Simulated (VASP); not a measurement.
**Ir: single point with PBE**

Crystal: Ir.

```xyz
2
Lattice="2.8028 0.0000 0.0000 -1.4014 2.4273 0.0000 0.0000 0.0000 4.0967" Properties=species:S:1:pos:R:3 pbc="T T T"
Ir    1.4014    0.8091    3.0725
Ir    0.0000    1.6182    1.0242
```

| Item | Value |
| --- | --- |
| Program | VASP 6.6.1 |
| Task | single point |
| Functional | PBE |
| Potentials or basis | VASP PAW PBE potentials, release 64 (Ir) |
| Cutoff | 520 eV |
| k mesh | 18 × 18 × 10 |
| Occupations | gaussian, width 0.15 eV |
| Spin | no spin polarisation |

```
Pressure               : 23.3 GPa
Band gap on the k mesh : zero (band 9 reaches 11.56 eV, above the bottom of band 10 at 8.67 eV)
```

Stress tensor (GPa, compression positive):
```
10.88  0.00  0.00
 0.00 10.88  0.00
 0.00  0.00 48.02
```

Levels at points of the mesh, in eV from the Fermi level:
```
           k point  band 6  band 7  band 8  band 9  band 10  band 11  band 12  band 13
(0.00, 0.00, 0.00)   -3.40   -3.16   -3.16   -3.03     0.20     0.20     0.26     8.62
(0.50, 0.00, 0.00)   -3.11   -2.42   -0.04    0.68     1.46     2.56     3.85     8.86
(0.00, 0.00, 0.50)   -4.57   -4.10   -4.10   -0.39    -0.39    -0.39    -0.39    13.34
(0.50, 0.00, 0.50)   -2.73   -1.15   -1.15    0.43     0.43     1.85     1.85     7.61
```

It took 39 s on 1 thread of Intel(R) Xeon(R) Platinum 8488C (Sapphire Rapids), with other jobs on the host, peak memory 0.21 GiB.

Caveat: spin-orbit coupling is left out, which moves the levels of the heavy elements.
